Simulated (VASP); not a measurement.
A run of VASP 6.6.1 is set up as follows.

Contents of INCAR:

```
PREC     = Accurate       # precision mode
ENCUT    = 910            # plane-wave cutoff, eV
EDIFF    = 1E-8           # SCF threshold, eV
ISMEAR   = -1             # smearing method
SIGMA    = 0.01           # smearing width, eV
LREAL    = False          # projectors in reciprocal space
LASPH    = True           # aspherical terms in the spheres
NELM     = 120            # most SCF steps
ALGO     = Normal         # electronic algorithm
ISIF     = 2              # what is computed and relaxed
LWAVE    = False          # write WAVECAR
LCHARG   = False          # write CHGCAR
GGA      = PE             # functional
LEFG     = True         
NBANDS   = 16             # bands
GGA_COMPAT= False
```

Contents of KPOINTS:

```
regular mesh
0
Gamma
  11 11 11
```

The input POSCAR:

```
ZnO
1.0
    0.0000000000      2.1562328495      2.1079000000
    2.1562328495      0.0000000000      2.1079000000
    2.1562328495      2.1562328495      0.0000000000
Zn O
1 1
Direct
    0.0000000000      0.0000000000      0.0000000000
    0.5000000000      0.5000000000      0.5000000000
```

Potentials or basis: VASP PAW PBE potentials, release 64 (Zn, O_h).

The run is started by

```sh
$ cat potpaw_PBE.64/Zn/POTCAR potpaw_PBE.64/O_h/POTCAR > POTCAR
$ mpirun -np 1 vasp_std > vasp.out
```

Estimate the band gap on the k mesh.

0.84 eV, indirect (least direct gap 2.21 eV).

Predict the pressure.

7.2 GPa.

Electric field gradients, principal values (V/Å²):
```
atom   least  middle  greatest (by size)
1 Zn   7.137   7.138             -14.276
 2 O  -2.443  -2.445               4.887
```

Caveat: the cutoff is under 1.25 times the usual one of these potentials, so pressure, stress and relaxed cells hold a basis-set (Pulay) error; without QUAD_EFG the Cq values of the log hold for a quadrupole moment of 1 mb, not for the nuclei. A k mesh can miss the band edges.
